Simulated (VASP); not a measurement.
A run of VASP 6.6.1 is set up as follows.

Contents of INCAR:

```
SYSTEM = TaN
PREC = Accurate ; ENCUT = 520
EDIFF = 1E-8 ; ISMEAR = -1
SIGMA = 0.01 ; LREAL = .False.
LASPH = .True. ; NELM = 80
ALGO = Normal ; ISIF = 2
LWAVE = .False. ; LCHARG = .False.
GGA = PS ; LEFG = .True.
NBANDS = 24
```

File KPOINTS:

```
Automatic mesh
0
Gamma
  11 11 6
  0 0 0
```

Contents of POSCAR:

```
TaN
1.0
    3.0480019786     -0.0304800198     -0.0304800198
   -1.5503974607      2.6548871541     -0.0111564616
   -0.0491800000     -0.0491800000      4.9180000000
Ta N
2 2
Direct
    0.0000000000      0.0000000000      0.0000000000
    0.0000000000      0.0000000000      0.5000000000
    0.3333333333      0.6666666667      0.2500000000
    0.6666666667      0.3333333333      0.7500000000
```

Potentials or basis: VASP PAW PBE potentials, release 64 (Ta_pv, N).

Command:

```sh
$ cat potpaw_PBE.64/Ta_pv/POTCAR potpaw_PBE.64/N/POTCAR > POTCAR
$ mpirun -np 1 vasp_std > vasp.out
```

(1) What does it give for the largest force?

(2) Estimate the band gap on the k mesh.

(3) Estimate the pressure.

## Answers

(1) 0.404 eV/Å.

(2) zero (bands 16 and 17 overlap by 2.58 eV).

(3) 50.5 GPa.

Caveat: the cell differs from its parent crystal (equal xy, yz and zx shear strains of -2 %); the stress differs along the axes, from 23 to 105 GPa; without QUAD_EFG the Cq values of the log hold for a quadrupole moment of 1 mb, not for the nuclei; the PAW data sets were made with another functional, which shifts forces and pressure a little; spin-orbit coupling is left out, which moves the levels of the heavy elements.
